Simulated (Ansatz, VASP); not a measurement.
## One calculation of Pt, two programs

```xyz
1
Lattice="0.0000 1.9393 1.9393 1.9393 0.0000 1.9393 1.9393 1.9393 0.0000" Properties=species:S:1:pos:R:3 pbc="T T T"
Pt    0.0000    0.0000    0.0000
```

Alike in both runs: task single point; functional PBEsol; k mesh 18 × 18 × 18; occupations gaussian, width 0.1 eV; no spin polarisation.

|  | VASP | Ansatz |
| --- | --- | --- |
| version | VASP 6.6.1 | Ansatz 0.2.0 |
| potentials or method | VASP PAW PBE potentials, release 64 (Pt), cutoff 520 eV | scalar-relativistic, plane waves, PAW |
| valence electrons in the cell | 10 | 18 |

```tsv
	VASP	Ansatz	Ansatz less VASP
gap on the k mesh at the Fermi level (eV)	none	none	-
pressure (GPa)	9.1	9.5	+0.42
```

VASP's potentials were made for PBE, not for PBEsol. A gap of «none» marks a metal or a gap that the smearing closes. VASP's potentials hold 10 valence electrons a cell and Ansatz's 18, so a difference there can come from the potentials and not from the codes.

Spin-orbit coupling is off throughout.
